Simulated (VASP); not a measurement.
Input of a VASP 6.6.1 run:

INCAR

```
PREC = Accurate
ENCUT = 520
EDIFF = 1E-6
ISMEAR = 0
SIGMA = 0.05
LREAL = False
LASPH = True
NELM = 80
ALGO = Normal
ISIF = 2
LWAVE = False
LCHARG = True
GGA = PE
LELF = True
LVHAR = True
NBANDS = 18
```

File KPOINTS:

```
regular mesh
0
Gamma
  12 12 6
```

POSCAR

```
PtS2
1.0
    3.4786160478      0.0000000000      0.0000000000
   -1.7393080239      3.0125698674      0.0000000000
    0.0000000000      0.0000000000      5.7689368536
Pt S
1 2
Direct
    0.0000000000      0.0000000000      0.0000000000
    0.3333333333      0.6666666667      0.2218140936
    0.6666666667      0.3333333333      0.7781859064
```

Potentials or basis: VASP PAW PBE potentials, release 64 (Pt, S).

The run is started by

```sh
$ cat potpaw_PBE.64/Pt/POTCAR potpaw_PBE.64/S/POTCAR > POTCAR
$ mpirun -np 1 vasp_std > vasp.out
```

Predict the pressure.

4.1 GPa.

What does it give for the largest force?

0.043 eV/Å.

Predict the band gap on the k mesh.

1.19 eV (least direct gap 1.29 eV).

Stress tensor (GPa, compression positive):
```
5.88 0.00 0.00
0.00 5.88 0.00
0.00 0.00 0.63
```

Caveat: the cell stands under pressure; spin-orbit coupling is left out, which moves the levels of the heavy elements; this functional lacks dispersion, which binds the layers, so the pressure and a relaxed spacing across them are unreliable. Expect the measured gap to be larger: semilocal functionals such as PBE lack the derivative discontinuity.
